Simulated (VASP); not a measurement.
# Sb3Pb (Im-3m) in VASP: a series of runs

Sb3Pb is run at these levels: PBE; tasks: single point.

All numbers are computed with VASP 6.6.1; they aren't measurements. Logs are shortened: lines on timing, memory, paths and dates and some standing lists are left out, and cuts for length are marked.

### 1 The cell of the first run

The structure is cubic, space group Im-3m (No. 229). Conventional cell: a = 6.423 Å, b = 6.423 Å, c = 6.423 Å, α = 90.00°, β = 90.00°, γ = 90.00°. Within 4.2 Å of Sb (site symmetry 4/mmm) lie 4 Sb at 3.21 Å and 2 Pb at 3.21 Å. Within 4.2 Å of Pb (site symmetry m-3m) lie 6 Sb at 3.21 Å.

### 2 Single point, PBE (volume scaled by 1.06)

INCAR

```
ALGO     = Normal         # electronic algorithm
EDIFF    = 1E-7           # SCF threshold, eV
ENCUT    = 520            # plane-wave cutoff, eV
GGA      = PE             # functional
ISIF     = 2              # what is computed and relaxed
ISMEAR   = 0              # smearing method
LASPH    = True           # aspherical terms in the spheres
LCHARG   = False          # write CHGCAR
LREAL    = False          # projectors in reciprocal space
LWAVE    = False          # write WAVECAR
NBANDS   = 22             # bands
NELM     = 60             # most SCF steps
PREC     = Accurate       # precision mode
SIGMA    = 0.1            # smearing width, eV
```

KPOINTS

```
k-points
0
Gamma
  10 10 10
```

POSCAR

```
Sb3Pb
1.0
   -3.2115693308      3.2115693308      3.2115693308
    3.2115693308     -3.2115693308      3.2115693308
    3.2115693308      3.2115693308     -3.2115693308
Sb Pb
3 1
Direct
    0.0000000000      0.5000000000      0.5000000000
    0.5000000000      0.0000000000      0.5000000000
    0.5000000000      0.5000000000      0.0000000000
    0.0000000000      0.0000000000      0.0000000000
```

Potentials or basis: VASP PAW PBE potentials, release 64 (Sb, Pb_d).

Run with:

```bash
$ cat potpaw_PBE.64/Sb/POTCAR potpaw_PBE.64/Pb_d/POTCAR > POTCAR
$ mpirun -np 1 vasp_std > vasp.out
```

OUTCAR:

```text
EDIFF = 1E-7
   ENCUT = 520
   GGA = PE
   ISIF = 2
   ISMEAR = 0
   LASPH = True
   LREAL = False
   NELM = 60
   PREC = Accurate

 ion  position               nearest neighbor table
   1  0.000  0.500  0.500-   2 3.21   3 3.21   4 3.21   4 3.21   3 3.21   2 3.21
   2  0.500  0.000  0.500-   1 3.21   3 3.21   4 3.21   3 3.21   4 3.21   1 3.21
   3  0.500  0.500  0.000-   1 3.21   2 3.21   4 3.21   2 3.21   1 3.21   4 3.21
   4  0.000  0.000  0.000-   1 3.21   2 3.21   3 3.21   1 3.21   2 3.21   3 3.21

  LATTYP: Found a body centered cubic cell.
 ALAT       =     6.4231386616

  Lattice vectors:

 A1 = (  -3.2115693308,   3.2115693308,   3.2115693308)
 A2 = (   3.2115693308,  -3.2115693308,   3.2115693308)
 A3 = (   3.2115693308,   3.2115693308,  -3.2115693308)

Analysis of symmetry for initial positions (statically):
=====================================================================
 Subroutine PRICEL returns:
 Original cell was already a primitive cell.

 Routine SETGRP: Setting up the symmetry group for a
 body centered cubic supercell.

 Subroutine GETGRP returns: Found 48 space group operations
 (whereof 48 operations were pure point group operations)
 out of a pool of 48 trial point group operations.

The static configuration has the point symmetry O_h .

Analysis of symmetry for dynamics (positions and initial velocities):
=====================================================================
 Subroutine PRICEL returns:
 Original cell was already a primitive cell.

 Routine SETGRP: Setting up the symmetry group for a
 body centered cubic supercell.

 Subroutine GETGRP returns: Found 48 space group operations
 (whereof 48 operations were pure point group operations)
 out of a pool of 48 trial point group operations.

The dynamic configuration has the point symmetry O_h .

 Subroutine INISYM returns: Found 48 space group operations
 (whereof 48 operations are pure point group operations),
 and found     1 'primitive' translations

----------------------------------------------------------------------------------------

                                     Primitive cell

  volume of cell :     132.4988

  direct lattice vectors                    reciprocal lattice vectors
    -3.211569331  3.211569331  3.211569331     0.000000000  0.155687126  0.155687126
     3.211569331 -3.211569331  3.211569331     0.155687126  0.000000000  0.155687126
     3.211569331  3.211569331 -3.211569331     0.155687126  0.155687126  0.000000000

  length of vectors
     5.562601253  5.562601253  5.562601253     0.220174845  0.220174845  0.220174845

  position of ions in fractional coordinates (direct lattice)
     0.000000000  0.500000000  0.500000000
     0.500000000  0.000000000  0.500000000
     0.500000000  0.500000000  0.000000000
     0.000000000  0.000000000  0.000000000

  ion indices of the primitive-cell ions
   primitive index   ion index
                 1           1
                 2           2
                 3           3
                 4           4

----------------------------------------------------------------------------------------

 KPOINTS: k-points

Automatic generation of k-mesh.
 Grid dimensions read from file:
 generate k-points for:   10   10   10

 Generating k-lattice:

  Cartesian coordinates                     Fractional coordinates (reciprocal lattice)
     0.000000000  0.015568713  0.015568713     0.100000000  0.000000000  0.000000000
     0.015568713  0.000000000  0.015568713     0.000000000  0.100000000  0.000000000
     0.015568713  0.015568713  0.000000000     0.000000000  0.000000000  0.100000000

  Length of vectors
     0.022017485  0.022017485  0.022017485

  Shift w.r.t. Gamma in fractional coordinates (k-lattice)
     0.000000000  0.000000000  0.000000000

 Subroutine IBZKPT returns following result:
 ===========================================

 Found     47 irreducible k-points:

 Following reciprocal coordinates:
            Coordinates               Weight
  0.000000  0.000000  0.000000      1.000000
  0.100000  0.000000  0.000000     12.000000
  0.200000  0.000000  0.000000     12.000000
  0.300000  0.000000  0.000000     12.000000
  0.400000  0.000000  0.000000     12.000000
  0.500000  0.000000  0.000000      6.000000
[... 16 lines left out ...]
  0.300000  0.300000  0.100000      8.000000
 -0.300000  0.300000  0.100000     24.000000
 [... further k-points ...]
   k-points           NKPTS =     47   k-points in BZ     NKDIM =     47   number of bands    NBANDS=     22
   number of dos      NEDOS =    301   number of ions     NIONS =      4
   total plane-waves  NPLWV =  74088
   dimension x,y,z NGX =    42 NGY =   42 NGZ =   42
   dimension x,y,z NGXF=    84 NGYF=   84 NGZF=   84
   ions per type =               3   1
   NGX,Y,Z   is equivalent  to a cutoff of  12.55, 12.55, 12.55 a.u.
   NGXF,Y,Z  is equivalent  to a cutoff of  25.10, 25.10, 25.10 a.u.
 SYSTEM =  unknown system
   PREC   = accura    normal or accurate (medium, high low for compatibility)
   ISTART =      0    job   : 0-new  1-cont  2-samecut
   ICHARG =      2    charge: 1-file 2-atom 10-const
   ISPIN  =      1    spin polarized calculation?
   LNONCOLLINEAR =      F non collinear calculations
   LSORBIT =      F    spin-orbit coupling
   LASPH  =      T    aspherical Exc in radial PAW
   ENCUT  =  520.0 eV  38.22 Ry    6.18 a.u.  10.34 10.34 10.34*2*pi/ulx,y,z
   NELM   =     60;   NELMIN=  2; NELMDL= -5     # of ELM steps
   EDIFF  = 0.1E-06   stopping-criterion for ELM
   LREAL  =      F    real-space projection
   EDIFFG = 0.1E-05   stopping-criterion for IOM
   NSW    =      0    number of steps for IOM
   IBRION =     -1    ionic relax: 0-MD 1-quasi-New 2-CG
   NFREE  =      0    steps in history (QN), initial steepest desc. (CG)
   ISIF   =      2    stress and relaxation
   ISYM   =      2    0-nonsym 1-usesym 2-fastsym
   POTIM  = 0.5000    time-step for ionic-motion
   TEBEG  =    0.0;   TEEND  =   0.0 temperature during run
   PSTRESS=    0.0 pullay stress
   NELECT =      29.0000    total number of electrons
   NUPDOWN=      -1.0000    fix difference up-down
   EMIN   =  10.00;   EMAX   =-10.00  energy-range for DOS
   EFERMI =   0.00;   METHOD = LEGACY
   ISMEAR =     0;   SIGMA  =   0.10  broadening in eV -4-tet -1-fermi 0-gaus
   EFERMI_NEDOS =   21; number of points for ismear=-14 and -15
   IALGO  =     38    algorithm
   IMIX   =      4    mixing-type and parameters
     AMIX     =   0.40;   BMIX     =  1.00
     AMIX_MAG =   1.60;   BMIX_MAG =  1.00
  volume/ion in A,a.u.               =      33.12       223.54
  Fermi-wavevector in a.u.,A,eV,Ry     =   0.986590  1.864385 13.243374  0.973361
  Thomas-Fermi vector in A             =   2.117982
   LORBIT       =      0    0 simple, 1 ext, 2 COOP (PROOUT), +10 PAW based schemes
   GGA     = PE    functional components
   LHFCALC =     F    Hartree Fock is set to
   AEXX    =    0.0000 exact exchange contribution
   IVDW    =     0    specifies the selected vdW correction
   LEPSILON=     F    determine dielectric tensor
   LRPA    =     F    only Hartree local field effects (RPA)
 non-spin polarized calculation
 Gauss-broadening in eV      SIGMA  =   0.10
  energy-cutoff  :      520.00
  volume of cell :      132.50
 maximum number of plane-waves:      3592
 NGX is ok and might be reduce to    42
   NGX = 21   NGY = 21   NGZ = 21

 number of electron      29.0000007 magnetization

 Free energy of the ion-electron system (eV)
  ---------------------------------------------------
  ext. energy  EPLUGINS =         0.00000000
  ---------------------------------------------------
  free energy    TOTEN  =       -15.67132447 eV

  energy without entropy =      -15.66258414  energy(sigma->0) =      -15.66695430

 E-fermi :   5.8377     XC(G=0):  -9.2939

 val. band max:        5.7842896491   @ k =  -0.4000   0.4000   0.1000
 cond. band min:       5.8412947960   @ k =   0.3000   0.2000   0.0000
 fundamental gap:      0.0570051468
 Fermi energy:         5.8377012081

 k-point     1 :       0.0000    0.0000    0.0000
  band No.  band energies     occupation
      1     -10.9503      2.00000
      2     -10.9503      2.00000
      3     -10.9105      2.00000
      4     -10.9105      2.00000
      5     -10.9105      2.00000
      6      -5.6133      2.00000
[... 14 lines left out ...]
     21       9.3813      0.00000
     22      13.2713      0.00000

 k-point     2 :       0.1000    0.0000    0.0000
  band No.  band energies     occupation
      1     -10.9504      2.00000
      2     -10.9501      2.00000
      3     -10.9106      2.00000
      4     -10.9105      2.00000
      5     -10.9103      2.00000
      6      -5.5473      2.00000
[... 14 lines left out ...]
     21       9.4566      0.00000
     22      12.8208      0.00000

 k-point     3 :       0.2000    0.0000    0.0000
  band No.  band energies     occupation
      1     -10.9508      2.00000
      2     -10.9498      2.00000
      3     -10.9109      2.00000
      4     -10.9105      2.00000
      5     -10.9097      2.00000
      6      -5.3502      2.00000
[... 14 lines left out ...]
     21       9.7853      0.00000
     22      11.7113      0.00000

 k-point     4 :       0.3000    0.0000    0.0000
  band No.  band energies     occupation
      1     -10.9514      2.00000
      2     -10.9493      2.00000
      3     -10.9113      2.00000
      4     -10.9105      2.00000
      5     -10.9089      2.00000
      6      -5.0258      2.00000
[... 14 lines left out ...]
     21      10.3296      0.00000
     22      10.3332      0.00000

 k-point     5 :       0.4000    0.0000    0.0000
  band No.  band energies     occupation
      1     -10.9519      2.00000
      2     -10.9489      2.00000
      3     -10.9116      2.00000
      4     -10.9105      2.00000
      5     -10.9083      2.00000
      6      -4.5826      2.00000
[... 417 lines left out ...]
 k-point    22 :      -0.2000    0.2000    0.1000
  band No.  band energies     occupation
      1     -10.9515      2.00000
      2     -10.9496      2.00000
      3     -10.9107      2.00000
      4     -10.9104      2.00000
      5     -10.9097      2.00000
      6      -5.2861      2.00000
[... 14 lines left out ...]
     21      10.0006      0.00000
     22      10.8331      0.00000

 k-point    23 :       0.3000    0.3000    0.1000
  band No.  band energies     occupation
      1     -10.9493      2.00000
      2     -10.9493      2.00000
      3     -10.9114      2.00000
      4     -10.9099      2.00000
      5     -10.9099      2.00000
      6      -3.5585      2.00000
[... 14 lines left out ...]
     21       7.9445      0.00000
     22      13.0499      0.00000

 k-point    24 :      -0.3000    0.3000    0.1000
  band No.  band energies     occupation
      1     -10.9520      2.00000
      2     -10.9495      2.00000
      3     -10.9110      2.00000
      4     -10.9103      2.00000
      5     -10.9089      2.00000
      6      -4.9648      2.00000
[... 14 lines left out ...]
     21      10.7230      0.00000
     22      10.9994      0.00000

 [... further k-points ...]
[... 5 lines left out ...]
  --------------------------------------------------------------------------------------
  -------------------------------------------------------------------------------------
  Total       -2.0948072     -2.0948072     -2.0948072      0.0000000      0.0000000     -0.0000000
  in kB      -25.3304403    -25.3304403    -25.3304403      0.0000000      0.0000000     -0.0000000
  external PRESSURE =     -25.3304403 kB  Pullay stress =       0.0000000 kB

 VOLUME and BASIS-vectors are now :
 -----------------------------------------------------------------------------
  energy-cutoff  :      520.00
  volume of cell :      132.50
      direct lattice vectors                 reciprocal lattice vectors
    -3.211569331  3.211569331  3.211569331     0.000000000  0.155687126  0.155687126
     3.211569331 -3.211569331  3.211569331     0.155687126  0.000000000  0.155687126
     3.211569331  3.211569331 -3.211569331     0.155687126  0.155687126  0.000000000

 POSITION                                       TOTAL-FORCE (eV/Angst)
 -----------------------------------------------------------------------------------
      3.21157      0.00000      0.00000        -0.000000     -0.000000      0.000000
      0.00000      3.21157      0.00000         0.000000      0.000000      0.000000
      0.00000      0.00000      3.21157         0.000000     -0.000000     -0.000000
      0.00000      0.00000      0.00000        -0.000000     -0.000000     -0.000000
 -----------------------------------------------------------------------------------
    total drift:                               -0.000000      0.000000     -0.000000

  FREE ENERGIE OF THE ION-ELECTRON SYSTEM (eV)
  ---------------------------------------------------
  free  energy   TOTEN  =       -15.6713244709 eV

  energy  without entropy=      -15.6625841352  energy(sigma->0) =      -15.66695430
```

It took 62 s on 1 thread of Intel Xeon 6975P-C (Granite Rapids), shared host; peak memory 0.33 GiB.

Results:

```
Free energy : -15.6713 eV
Pressure    : -2.5 GPa
```

Levels at points of the mesh, in eV from the Fermi level:
```tsv
k point	band 11	band 12	band 13	band 14	band 15	band 16	band 17	band 18	band 19	band 20
(0.00, 0.00, 0.00)	-3.01	-3.01	-2.42	-2.42	-2.42	2.87	2.87	2.87	3.54	3.54
(0.50, 0.00, 0.00)	-2.84	-0.89	-0.55	-0.52	-0.45	0.87	1.51	1.81	2.25	4.55
(0.50, 0.50, 0.50)	-4.61	-4.61	-0.95	-0.95	-0.95	4.78	4.78	4.78	5.38	5.38
```

Caveat: spin-orbit coupling is left out, which moves the levels of the heavy elements.

### 3 Single point, PBE (volume scaled by 1.10)

INCAR

```
PREC = Accurate
ENCUT = 520
EDIFF = 1E-6
ISMEAR = 0
SIGMA = 0.1
LREAL = F
LASPH = T
NELM = 60
ALGO = Normal
ISIF = 2
LWAVE = F
LCHARG = F
GGA = PE
NBANDS = 22
```

KPOINTS

```
regular mesh
0
Gamma
  10 10 10
```

POSCAR

```
Sb3Pb
1.0
   -3.2514686817      3.2514686817      3.2514686817
    3.2514686817     -3.2514686817      3.2514686817
    3.2514686817      3.2514686817     -3.2514686817
Sb Pb
3 1
Direct
    0.0000000000      0.5000000000      0.5000000000
    0.5000000000      0.0000000000      0.5000000000
    0.5000000000      0.5000000000      0.0000000000
    0.0000000000      0.0000000000      0.0000000000
```

Potentials or basis: VASP PAW PBE potentials, release 64 (Sb, Pb_d).

Run with:

```bash
$ cat potpaw_PBE.64/Sb/POTCAR potpaw_PBE.64/Pb_d/POTCAR > POTCAR
$ mpirun -np 1 vasp_std > vasp.out
```

It took 59 s on 1 thread of Intel Xeon 6975P-C (Granite Rapids), shared host; peak memory 0.34 GiB.

The run converged. Its results:

| Property | Result |
| --- | --- |
| Free energy | -15.5730 eV |
| Pressure | -3.8 GPa |

Levels at points of the mesh, in eV from the Fermi level:
| k point | band 13 | band 14 | band 15 | band 16 | band 17 | band 18 |
| --- | --- | --- | --- | --- | --- | --- |
| (0.00, 0.00, 0.00) | -2.29 | -2.29 | -2.29 | 2.98 | 2.98 | 2.98 |
| (0.50, 0.00, 0.00) | -0.55 | -0.46 | -0.42 | 0.85 | 1.39 | 1.79 |
| (0.50, 0.50, 0.50) | -0.90 | -0.90 | -0.90 | 4.58 | 4.58 | 4.58 |

Caveat: spin-orbit coupling is left out, which moves the levels of the heavy elements.
